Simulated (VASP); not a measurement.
Write the native input for VASP 6.6.1 that does the following.

- Task: single point
- Functional: PBE
- Potentials or basis: VASP PAW PBE potentials, release 64 (Sn_d, S)
- Cutoff: 500 eV
- k mesh: 5 × 5 × 3
- Occupations: gaussian, width 0.01 eV
- Spin: no spin polarisation
- Dipole correction: no
- Further INCAR settings: ALGO = Normal; EDIFF = 1e-06; NBANDS = 20

The structure of SnS2 (Berndtite-2T) lies in POSCAR:

```
SnS2
1.0
    3.6390000000      0.0000000000      0.0000000000
   -1.8195000000      3.1514660000      0.0000000000
    0.0000000000      0.0000000000      5.8680000000
Sn S
1 2
Direct
    0.0000000000      0.0000000000      0.0000000000
    0.3333333333      0.6666666667      0.2500000000
    0.6666666667      0.3333333333      0.7500000000
```

These files were run (other wordings do the same):

INCAR

```
SYSTEM = SnS2
PREC     = Accurate       ! precision mode
ENCUT    = 500            ! plane-wave cutoff, eV
EDIFF    = 1E-6           ! SCF threshold, eV
ISMEAR   = 0              ! smearing method
SIGMA    = 0.01           ! smearing width, eV
LREAL    = .False.        ! projectors in reciprocal space
LASPH    = .True.         ! aspherical terms in the spheres
NELM     = 120            ! most SCF steps
ALGO     = Normal         ! electronic algorithm
ISIF     = 2              ! what is computed and relaxed
LWAVE    = .False.        ! write WAVECAR
LCHARG   = .False.        ! write CHGCAR
GGA      = PE             ! functional
NBANDS   = 20             ! bands
GGA_COMPAT= .False.
```

KPOINTS

```
Automatic mesh
0
Gamma
  5 5 3
  0 0 0
```

Potentials or basis: VASP PAW PBE potentials, release 64 (Sn_d, S).

Launch:

```bash
$ cat potpaw_PBE.64/Sn_d/POTCAR potpaw_PBE.64/S/POTCAR > POTCAR
$ mpirun -np 1 vasp_std > vasp.out
```

It gave:

```json
{
 "Pressure": "4.3 GPa",
 "Largest force": "0.215 eV/Å",
 "Band gap on the k mesh": "1.48 eV, indirect (least direct gap 2.01 eV)"
}
```

Caveat: spin-orbit coupling is left out, which moves the levels of the heavy elements; this functional lacks dispersion, which binds the layers, so the pressure and a relaxed spacing across them are unreliable.

It took 9.3 s on 1 thread of Intel(R) Xeon(R) Platinum 8488C (Sapphire Rapids) (shared host), peak memory 0.18 GiB.
